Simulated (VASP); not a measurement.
# TaMn2N3 (P4/mmm) in VASP: a series of runs

Runs on TaMn2N3. Level: PBE. Tasks: single point.

Program: VASP 6.6.1. These are calculated values, not measurements. Logs are shortened: lines on timing, memory, paths and dates and some standing lists are left out, and cuts for length are marked.

## Step 1: The cell of the first run

It takes space group P4/mmm (No. 123, tetragonal). Conventional cell: a = 2.965 Å, b = 2.965 Å, c = 7.691 Å, α = 90.00°, β = 90.00°, γ = 90.00°. Within 2.8 Å of Ta (site symmetry 4/mmm) lie 4 N at 2.10 Å. Mn (site symmetry 4mm) has 2 N at 1.78 to 2.07 Å within 2.4 Å. N (site symmetry 4/mmm) has 2 Mn at 2.07 Å and 4 Ta at 2.10 Å within 2.7 Å. Within 2.4 Å of N (site symmetry 4/mmm) lie 2 Mn at 1.78 Å and 4 N at 2.10 Å. N (site symmetry 4/mmm) has 4 N at 2.10 Å and 8 Mn at 2.75 Å within 2.8 Å.

The cell was built from a structure type or drawn by symmetry, and may not be a known phase.

## Step 2: Single point, PBE, collinear spin, ferromagnetic start

Contents of INCAR:

```
SYSTEM = TaMn2N3
PREC = Accurate
ENCUT = 520
EDIFF = 1E-6
ISMEAR = 0
SIGMA = 0.1
LREAL = .FALSE.
LASPH = .TRUE.
NELM = 150
ALGO = Normal
ISIF = 2
LWAVE = .FALSE.
LCHARG = .TRUE.
ISPIN = 2
MAGMOM = 0 4 4 0 0 0
LORBIT = 11
LMAXMIX = 4
GGA = PE
LELF = .TRUE.
LVHAR = .TRUE.
NBANDS = 39
```

Contents of KPOINTS:

```
regular mesh
0
G
  6 6 2
  0 0 0
```

Contents of POSCAR:

```
TaMn2N3
1.0
    2.9645092185      0.0000000000      0.0000000000
    0.0000000000      2.9645092185      0.0000000000
    0.0000000000      0.0000000000      7.6911488098
Ta Mn N
1 2 3
Direct
    0.0000000000      0.0000000000      0.0000000000
    0.5000000000      0.5000000000      0.7314859318
    0.5000000000      0.5000000000      0.2685140682
    0.5000000000      0.5000000000      0.0000000000
    0.5000000000      0.5000000000      0.5000000000
    0.0000000000      0.0000000000      0.5000000000
```

Potentials or basis: VASP PAW PBE potentials, release 64 (Ta_pv, Mn_pv, N).

On the command line:

```sh
cat potpaw_PBE.64/Ta_pv/POTCAR potpaw_PBE.64/Mn_pv/POTCAR potpaw_PBE.64/N/POTCAR > POTCAR
mpirun -np 1 vasp_std > vasp.out
```

OUTCAR:

```text
SYSTEM = TaMn2N3
   PREC = Accurate
   ENCUT = 520
   EDIFF = 1E-6
   ISMEAR = 0
   LREAL = .FALSE.
   LASPH = .TRUE.
   NELM = 150
   ISIF = 2
   ISPIN = 2
   LORBIT = 11
   GGA = PE

 ion  position               nearest neighbor table
   1  0.000  0.000  0.000-   4 2.10   4 2.10   4 2.10   4 2.10   3 2.94   3 2.94   2 2.94   3 2.94
                             2 2.94   2 2.94   3 2.94   2 2.94
   2  0.500  0.500  0.731-   5 1.78   4 2.07   1 2.94   1 2.94   1 2.94   1 2.94
   3  0.500  0.500  0.269-   5 1.78   4 2.07   1 2.94   1 2.94   1 2.94   1 2.94
   4  0.500  0.500  0.000-   2 2.07   3 2.07   1 2.10   1 2.10   1 2.10   1 2.10
   5  0.500  0.500  0.500-   2 1.78   3 1.78
   6  0.000  0.000  0.500-

  LATTYP: Found a simple tetragonal cell.
 ALAT       =     2.9645092185
 C/A-ratio  =     2.5944088019

  Lattice vectors:

 A1 = (   2.9645092185,   0.0000000000,   0.0000000000)
 A2 = (   0.0000000000,   2.9645092185,   0.0000000000)
 A3 = (   0.0000000000,   0.0000000000,   7.6911488098)

Analysis of symmetry for initial positions (statically):
=====================================================================
 Subroutine PRICEL returns:
 Original cell was already a primitive cell.

 Routine SETGRP: Setting up the symmetry group for a
 simple tetragonal supercell.

 Subroutine GETGRP returns: Found 16 space group operations
 (whereof 16 operations were pure point group operations)
 out of a pool of 16 trial point group operations.

The static configuration has the point symmetry D_4h.

Analysis of symmetry for dynamics (positions and initial velocities):
=====================================================================
 Subroutine PRICEL returns:
 Original cell was already a primitive cell.

 Routine SETGRP: Setting up the symmetry group for a
 simple tetragonal supercell.

 Subroutine GETGRP returns: Found 16 space group operations
 (whereof 16 operations were pure point group operations)
 out of a pool of 16 trial point group operations.

The dynamic configuration has the point symmetry D_4h.

Analysis of structural, dynamic, and magnetic symmetry:
=====================================================================
 Subroutine PRICEL returns:
 Original cell was already a primitive cell.

 Routine SETGRP: Setting up the symmetry group for a
 simple tetragonal supercell.

 Subroutine GETGRP returns: Found 16 space group operations
 (whereof 16 operations were pure point group operations)
 out of a pool of 16 trial point group operations.

The overall configuration has the point symmetry D_4h.

 Subroutine INISYM returns: Found 16 space group operations
 (whereof 16 operations are pure point group operations),
 and found     1 'primitive' translations

----------------------------------------------------------------------------------------

                                     Primitive cell

  volume of cell :      67.5922

  direct lattice vectors                    reciprocal lattice vectors
     2.964509218  0.000000000  0.000000000     0.337323964  0.000000000  0.000000000
     0.000000000  2.964509218  0.000000000     0.000000000  0.337323964  0.000000000
     0.000000000  0.000000000  7.691148810     0.000000000  0.000000000  0.130019588

  length of vectors
     2.964509218  2.964509218  7.691148810     0.337323964  0.337323964  0.130019588

  position of ions in fractional coordinates (direct lattice)
     0.000000000  0.000000000  0.000000000
     0.500000000  0.500000000  0.731485932
     0.500000000  0.500000000  0.268514068
     0.500000000  0.500000000  0.000000000
     0.500000000  0.500000000  0.500000000
     0.000000000  0.000000000  0.500000000

  ion indices of the primitive-cell ions
   primitive index   ion index
                 1           1
                 2           2
                 3           3
                 4           4
                 5           5
                 6           6

----------------------------------------------------------------------------------------

 KPOINTS: regular mesh

Automatic generation of k-mesh.
 Grid dimensions read from file:
 generate k-points for:    6    6    2

 Generating k-lattice:

  Cartesian coordinates                     Fractional coordinates (reciprocal lattice)
     0.056220661  0.000000000  0.000000000     0.166666667  0.000000000  0.000000000
     0.000000000  0.056220661  0.000000000     0.000000000  0.166666667  0.000000000
     0.000000000  0.000000000  0.065009794     0.000000000  0.000000000  0.500000000

  Length of vectors
     0.056220661  0.056220661  0.065009794

  Shift w.r.t. Gamma in fractional coordinates (k-lattice)
     0.000000000  0.000000000  0.000000000

 Subroutine IBZKPT returns following result:
 ===========================================

 Found     20 irreducible k-points:

 Following reciprocal coordinates:
            Coordinates               Weight
  0.000000  0.000000  0.000000      1.000000
  0.166667  0.000000  0.000000      4.000000
  0.333333  0.000000  0.000000      4.000000
  0.500000  0.000000  0.000000      2.000000
  0.166667  0.166667  0.000000      4.000000
  0.333333  0.166667  0.000000      8.000000
[... 12 lines left out ...]
  0.500000  0.333333  0.500000      4.000000
  0.500000  0.500000  0.500000      1.000000
   k-points           NKPTS =     20   k-points in BZ     NKDIM =     20   number of bands    NBANDS=     39
   number of dos      NEDOS =    301   number of ions     NIONS =      6
   total plane-waves  NPLWV =  34560
   dimension x,y,z NGX =    24 NGY =   24 NGZ =   60
   dimension x,y,z NGXF=    48 NGYF=   48 NGZF=  120
   ions per type =               1   2   3
   NGX,Y,Z   is equivalent  to a cutoff of  13.46, 13.46, 12.97 a.u.
   NGXF,Y,Z  is equivalent  to a cutoff of  26.92, 26.92, 25.94 a.u.
 SYSTEM =  TaMn2N3
   PREC   = accura    normal or accurate (medium, high low for compatibility)
   ISTART =      0    job   : 0-new  1-cont  2-samecut
   ICHARG =      2    charge: 1-file 2-atom 10-const
   ISPIN  =      2    spin polarized calculation?
   LNONCOLLINEAR =      F non collinear calculations
   LSORBIT =      F    spin-orbit coupling
   LASPH  =      T    aspherical Exc in radial PAW
   ENCUT  =  520.0 eV  38.22 Ry    6.18 a.u.   5.51  5.51 14.30*2*pi/ulx,y,z
[... 15 lines left out ...]
   EFERMI =   0.00;   METHOD = LEGACY
   ISMEAR =     0;   SIGMA  =   0.10  broadening in eV -4-tet -1-fermi 0-gaus
   EFERMI_NEDOS =   21; number of points for ismear=-14 and -15
   IALGO  =     38    algorithm
   IMIX   =      4    mixing-type and parameters
     AMIX     =   0.40;   BMIX     =  1.00
     AMIX_MAG =   1.60;   BMIX_MAG =  1.00
  volume/ion in A,a.u.               =      11.27        76.02
  Fermi-wavevector in a.u.,A,eV,Ry     =   1.500066  2.834714 30.615798  2.250198
  Thomas-Fermi vector in A             =   2.611614
   LORBIT       =     11    0 simple, 1 ext, 2 COOP (PROOUT), +10 PAW based schemes
   GGA     = PE    functional components
   LHFCALC =     F    Hartree Fock is set to
   AEXX    =    0.0000 exact exchange contribution
   IVDW    =     0    specifies the selected vdW correction
   LEPSILON=     F    determine dielectric tensor
   LRPA    =     F    only Hartree local field effects (RPA)
 spin polarized calculation
 Gauss-broadening in eV      SIGMA  =   0.10
  energy-cutoff  :      520.00
  volume of cell :       67.59
 maximum number of plane-waves:      1861
 NGX is ok and might be reduce to    24
   NGX = 11   NGY = 11   NGZ = 29

 number of electron      51.9999999 magnetization       4.9383097

 Free energy of the ion-electron system (eV)
  ---------------------------------------------------
  ext. energy  EPLUGINS =         0.00000000
  ---------------------------------------------------
  free energy    TOTEN  =       -50.95337160 eV

  energy without entropy =      -50.93385344  energy(sigma->0) =      -50.94361252

 E-fermi :   7.1093     XC(G=0): -12.3526

 val. band max:        7.1089180138   @ k =   0.1667   0.1667   0.0000
 cond. band min:       7.1219720227   @ k =   0.1667   0.1667   0.0000
 fundamental gap:      0.0130540089
 Fermi energy:         7.1093120225

 spin component 1

 k-point     1 :       0.0000    0.0000    0.0000
  band No.  band energies     occupation
      1     -42.7126      1.00000
      2     -42.7064      1.00000
      3     -42.4193      1.00000
      4     -42.4193      1.00000
      5     -42.4186      1.00000
      6     -42.4186      1.00000
[... 30 lines left out ...]
     37      11.9130      0.00000
     38      12.6113      0.00000

 k-point     2 :       0.1667    0.0000    0.0000
  band No.  band energies     occupation
      1     -42.7113      1.00000
      2     -42.7049      1.00000
      3     -42.4340      1.00000
      4     -42.4334      1.00000
      5     -42.4181      1.00000
      6     -42.4174      1.00000
[... 30 lines left out ...]
     37      12.3529      0.00000
     38      12.5036      0.00000
[... 695 lines left out ...]
     37      12.5273      0.00000
     38      12.7420      0.00000

 k-point    20 :       0.5000    0.5000    0.5000
  band No.  band energies     occupation
      1     -42.7002      1.00000
      2     -42.6960      1.00000
      3     -42.4720      1.00000
      4     -42.4720      1.00000
      5     -42.4716      1.00000
      6     -42.4716      1.00000
[... 30 lines left out ...]
     37      12.3454      0.00000
     38      13.5907      0.00000
 Fermi energy:         7.1093120225

 spin component 2

 k-point     1 :       0.0000    0.0000    0.0000
  band No.  band energies     occupation
      1     -40.1618      1.00000
      2     -40.1536      1.00000
      3     -39.4088      1.00000
      4     -39.4088      1.00000
      5     -39.4079      1.00000
      6     -39.4079      1.00000
[... 30 lines left out ...]
     37      12.0481      0.00000
     38      13.4101      0.00000

 k-point     2 :       0.1667    0.0000    0.0000
  band No.  band energies     occupation
      1     -40.1603      1.00000
      2     -40.1518      1.00000
      3     -39.4257      1.00000
      4     -39.4249      1.00000
      5     -39.4074      1.00000
      6     -39.4065      1.00000
[... 30 lines left out ...]
     37      12.7871      0.00000
     38      13.1150      0.00000
[... 695 lines left out ...]
     37      12.8588      0.00000
     38      13.3147      0.00000

 k-point    20 :       0.5000    0.5000    0.5000
  band No.  band energies     occupation
      1     -40.1471      1.00000
      2     -40.1415      1.00000
      3     -39.4694      1.00000
      4     -39.4694      1.00000
      5     -39.4689      1.00000
      6     -39.4689      1.00000
[... 30 lines left out ...]
     37      12.2402      0.00000
     38      13.5479      0.00000
 [bands above 38 left out]

------------------------ aborting loop because EDIFF is reached ----------------------------------------

  FORCE on cell =-STRESS in cart. coord.  units (eV):
  Direction    XX          YY          ZZ          XY          YZ          ZX
  --------------------------------------------------------------------------------------
  -------------------------------------------------------------------------------------
  Total        0.1326806      0.1326806      0.4319889      0.0000000     -0.0000000      0.0000000
  in kB        3.1450051      3.1450051     10.2396796      0.0000000     -0.0000000      0.0000000
  external PRESSURE =       5.5098966 kB  Pullay stress =       0.0000000 kB

 VOLUME and BASIS-vectors are now :
 -----------------------------------------------------------------------------
  energy-cutoff  :      520.00
  volume of cell :       67.59
      direct lattice vectors                 reciprocal lattice vectors
     2.964509218  0.000000000  0.000000000     0.337323964  0.000000000  0.000000000
     0.000000000  2.964509218  0.000000000     0.000000000  0.337323964  0.000000000
     0.000000000  0.000000000  7.691148810     0.000000000  0.000000000  0.130019588

 POSITION                                       TOTAL-FORCE (eV/Angst)
 -----------------------------------------------------------------------------------
      0.00000      0.00000      0.00000         0.000000      0.000000      0.000000
      1.48225      1.48225      5.62597        -0.000000     -0.000000      0.062917
      1.48225      1.48225      2.06518         0.000000     -0.000000     -0.062917
      1.48225      1.48225      0.00000         0.000000      0.000000      0.000000
      1.48225      1.48225      3.84557         0.000000      0.000000      0.000000
      0.00000      0.00000      3.84557         0.000000      0.000000      0.000000
 -----------------------------------------------------------------------------------
    total drift:                                0.000000     -0.000000      0.000000

  FREE ENERGIE OF THE ION-ELECTRON SYSTEM (eV)
  ---------------------------------------------------
  free  energy   TOTEN  =       -50.9533716036 eV

  energy  without entropy=      -50.9338534445  energy(sigma->0) =      -50.94361252

 total charge

# of ion       s       p       d       tot
------------------------------------------
    1        0.319   6.258   2.402   8.979
    2        0.306   6.290   5.108  11.703
    3        0.306   6.290   5.108  11.703
    4        1.248   2.580   0.000   3.828
    5        1.338   2.240   0.000   3.578
    6        1.407   1.939   0.000   3.346
--------------------------------------------------
tot          4.923  25.596  12.618  43.138

 magnetization (x)

# of ion       s       p       d       tot
------------------------------------------
    1       -0.020  -0.013  -0.221  -0.254
    2        0.011   0.007   2.639   2.658
    3        0.011   0.007   2.639   2.658
    4        0.001   0.006   0.000   0.007
    5       -0.003  -0.236   0.000  -0.240
    6       -0.003   0.109   0.000   0.106
--------------------------------------------------
tot         -0.003  -0.120   5.058   4.935
```

It took 4.1 min on 1 thread of AMD EPYC 7R43 (Zen 3), shared host; peak memory 0.21 GiB.

What came out:

- Free energy: -50.9534 eV
- Pressure: 0.6 GPa
- Largest force: 0.063 eV/Å
- Net moment: 4.94 μB per cell
- Site moments: Ta -0.25; Mn +2.66; N +0.01, -0.24, +0.11 μB
- Valence electrons inside the program's atomic spheres: Ta 8.98; Mn 11.70; N 3.83, 3.58, 3.35

Forces in eV/Å, atoms in the order of the input:
```
Ta   0.000  0.000  0.000
Mn   0.000  0.000  0.063
Mn   0.000  0.000 -0.063
N    0.000  0.000  0.000
N    0.000  0.000  0.000
N    0.000  0.000  0.000
```

Levels at points of the mesh, in eV from the Fermi level:
Spin up:
```csv
k point,band 26,band 27,band 28,band 29,band 30,band 31
"(0.00, 0.00, 0.00)",-1.40,-1.35,-0.68,-0.68,-0.45,1.06
"(0.50, 0.00, 0.00)",-1.52,-1.18,-0.71,0.22,0.46,0.50
"(0.50, 0.50, 0.00)",-0.74,-0.59,-0.59,-0.45,-0.37,1.96
"(0.00, 0.00, 0.50)",-1.39,-1.36,-1.33,-1.33,-1.16,2.02
"(0.50, 0.00, 0.50)",-0.91,-0.77,-0.63,0.23,0.30,0.43
"(0.50, 0.50, 0.50)",-0.74,-0.53,0.32,0.32,0.53,1.56
```
Spin down:
```
           k point  band 20  band 21  band 22  band 23  band 24  band 25  band 26  band 27  band 28  band 29
(0.00, 0.00, 0.00)    -3.55    -3.55    -0.67    -0.36    -0.21    -0.21     0.86     1.03     1.37     1.43
(0.50, 0.00, 0.00)    -2.09    -1.69    -1.30    -1.04    -1.00     0.28     0.33     0.74     1.32     2.03
(0.50, 0.50, 0.00)    -3.28    -2.94    -1.93     0.84     1.04     1.04     1.06     1.06     1.57     1.89
(0.00, 0.00, 0.50)    -3.63    -2.34    -1.19    -0.75    -0.28     0.05     0.05     1.10     1.10     1.38
(0.50, 0.00, 0.50)    -2.25    -1.86    -1.19    -1.04    -0.40     0.32     0.66     0.96     1.09     1.75
(0.50, 0.50, 0.50)    -3.23    -3.23    -0.60    -0.25     0.38     0.38     1.89     1.90     2.11     2.11
```

Caveat: the k points lie up to 0.41 Å⁻¹ apart; spin-orbit coupling is left out, which moves the levels of the heavy elements; only a ferromagnetic start was run, and an antiferromagnetic order may lie lower in energy. With open d or f shells a metallic result of PBE can be an artefact of self-interaction; +U or a hybrid may open a gap.

## Step 3: Single point, PBE, collinear spin, ferromagnetic start

This run uses another cell than the first one, of 12.81 Å³/atom.

Contents of INCAR:

```
PREC = Accurate
ENCUT = 520
EDIFF = 1E-6
ISMEAR = 0
SIGMA = 0.1
LREAL = False
LASPH = True
NELM = 150
ALGO = Normal
ISIF = 2
LWAVE = False
LCHARG = False
ISPIN = 2
MAGMOM = 0 4 4 0 0 0
LORBIT = 11
LMAXMIX = 4
GGA = PE
NBANDS = 39
```

Contents of KPOINTS:

```
Automatic mesh
0
Gamma
  6 6 2
```

Contents of POSCAR:

```
TaMn2N3
1.0
    3.1555153400      0.0000000000      0.0000000000
    0.0000000000      3.1555153400      0.0000000000
    0.0000000000      0.0000000000      7.7197695200
Ta Mn N
1 2 3
Direct
    0.0000000000      0.0000000000      0.0000000000
    0.5000000000      0.5000000000      0.6895148400
    0.5000000000      0.5000000000      0.3104851600
    0.5000000000      0.5000000000      0.0000000000
    0.5000000000      0.5000000000      0.5000000000
    0.0000000000      0.0000000000      0.5000000000
```

Potentials or basis: VASP PAW PBE potentials, release 64 (Ta_pv, Mn_pv, N).

On the command line:

```sh
cat potpaw_PBE.64/Ta_pv/POTCAR potpaw_PBE.64/Mn_pv/POTCAR potpaw_PBE.64/N/POTCAR > POTCAR
mpirun -np 1 vasp_std > vasp.out
```

Wall time 4 min (1 thread of AMD EPYC 7R43 (Zen 3), shared host); peak memory 0.22 GiB.

Results (log left out):

- Free energy: -47.2129 eV
- Pressure: 4.4 GPa
- Largest force: 12.352 eV/Å
- Net moment: 2.80 μB per cell
- Site moments: Ta -0.15; Mn +1.80; N -0.01, -0.18, -0.41 μB
- Valence electrons inside the program's atomic spheres: Ta 8.57; Mn 12.19; N 3.65, 3.94, 3.36

Forces on the atoms (eV/Å):
```
Ta    0.000   0.000   0.000
Mn    0.000   0.000  12.352
Mn    0.000   0.000 -12.352
N     0.000   0.000   0.000
N     0.000   0.000   0.000
N     0.000   0.000   0.000
```

Stress tensor (GPa, compression positive):
```
-20.96   0.00   0.00
  0.00 -20.96   0.00
  0.00   0.00  55.27
```

Levels at points of the mesh, in eV from the Fermi level:
Spin up:
```
           k point  band 24  band 25  band 26  band 27  band 28  band 29  band 30  band 31
(0.00, 0.00, 0.00)    -1.61    -1.61    -1.13    -1.05    -0.32     0.02     0.02     1.37
(0.50, 0.00, 0.00)    -1.52    -1.44    -1.38    -1.00     0.31     1.14     1.79     1.82
(0.50, 0.50, 0.00)    -0.72    -0.69    -0.65    -0.51    -0.51     0.17     0.43     1.15
(0.00, 0.00, 0.50)    -1.27    -1.27    -1.12    -1.06    -1.03    -0.28    -0.28     1.35
(0.50, 0.00, 0.50)    -1.45    -1.33    -0.85    -0.24     0.26     1.05     1.13     1.44
(0.50, 0.50, 0.50)    -1.64    -0.69    -0.65     0.32     0.35     0.35     0.54     1.16
```
Spin down:
```tsv
k point	band 20	band 21	band 22	band 23	band 24	band 25	band 26	band 27	band 28	band 29
(0.00, 0.00, 0.00)	-2.98	-2.98	-0.42	-0.42	-0.42	-0.27	-0.19	-0.19	0.45	1.13
(0.50, 0.00, 0.00)	-3.10	-2.07	-1.54	-1.22	-0.47	-0.05	0.44	0.49	1.45	1.88
(0.50, 0.50, 0.00)	-2.43	-2.43	-1.08	-0.35	-0.35	0.33	0.33	1.46	1.47	1.51
(0.00, 0.00, 0.50)	-3.03	-1.39	-1.34	-0.56	-0.39	-0.39	-0.13	0.05	0.05	1.02
(0.50, 0.00, 0.50)	-3.27	-2.08	-1.71	-0.74	-0.05	0.06	0.63	0.81	0.96	1.32
(0.50, 0.50, 0.50)	-2.39	-2.39	-0.38	-0.38	0.00	0.23	0.34	0.34	1.51	1.56
```

Caveat: the k points lie up to 0.41 Å⁻¹ apart; atoms lie so close that the PAW spheres overlap strongly, which falsifies energies and pressures; spin-orbit coupling is left out, which moves the levels of the heavy elements; only a ferromagnetic start was run, and an antiferromagnetic order may lie lower in energy; forces of over 1 eV/Å act on the atoms, so gaps and moduli don't describe the material at rest. With open d or f shells a metallic result of PBE can be an artefact of self-interaction; +U or a hybrid may open a gap.
